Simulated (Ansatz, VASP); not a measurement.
**Two plane-wave programs on In3BAs4**

```
B As In
1.0
     4.05058    0.00000    0.00000
     0.00000    8.17958    0.00000
     0.00000    0.00000    5.84881
B As In
1 4 3
Direct
  0.00000 0.00000 0.98067
  0.50000 0.00000 0.17291
  0.00000 0.21219 0.78048
  0.50000 0.50000 0.28389
  0.00000 0.78781 0.78048
  0.50000 0.22196 0.49765
  0.00000 0.50000 0.00625
  0.50000 0.77804 0.49765
```

Alike in both runs: task single point; functional PBE; k mesh 6 × 4 × 4; occupations fermi-dirac, width 0.02 eV; no spin polarisation.

|  | VASP | Ansatz |
| --- | --- | --- |
| version | VASP 6.6.1 | Ansatz 0.2.0 |
| potentials or method | VASP PAW PBE potentials, release 64 (B, As, In_d) | plane waves, PAW |
| plane-wave cutoff (eV) | 520 | 420 |
| valence electrons in the cell | 62 | 102 |

|  | VASP | Ansatz | Ansatz less VASP |
| --- | --- | --- | --- |
| pressure (GPa) | 2.1 | 2.0 | -0.11 |
| rms of the force components (eV/Å) | 0.065 | 0.066 | +0.0006 |

VASP's potentials hold 62 valence electrons a cell and Ansatz's 102, so a difference there can come from the potentials and not from the codes.
